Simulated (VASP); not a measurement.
BP, 2 atoms in the cell. It takes space group F-43m (No. 216, cubic). The conventional cell has a = 4.537 Å, b = 4.537 Å, c = 4.537 Å, α = 90.00°, β = 90.00°, γ = 90.00°. B (site symmetry -43m) has 4 P at 1.96 Å within 2.6 Å. Within 2.6 Å of P (site symmetry -43m) lie 4 B at 1.96 Å. 

| Quantity | Value |
| --- | --- |
| Program | VASP 6.6.1 |
| Task | single point |
| Functional | PBE |
| Potentials or basis | VASP PAW PBE potentials, release 64 (B, P) |
| Cutoff | 520 eV |
| k mesh | 6 × 6 × 6 |
| Occupations | methfessel-paxton, width 0.05 eV |
| Spin | no spin polarisation |
| Dipole correction | no |
| Further INCAR settings | ALGO = Normal; EDIFF = 1e-06; NBANDS = 11 |

Potentials or basis: VASP PAW PBE potentials, release 64 (B, P).

Run with:

```sh
$ cat potpaw_PBE.64/B/POTCAR potpaw_PBE.64/P/POTCAR > POTCAR
$ mpirun -np 1 vasp_std > vasp.out
```

Hardware: 1 thread of Intel Xeon 8259CL (shared host).

Problem. How long does it take, and how much memory?

Solution. Run time: 7.3 s on 1 thread of Intel Xeon 8259CL, on a shared host, peak memory 0.13 GiB. Counts: scf iterations 13, k points 16.
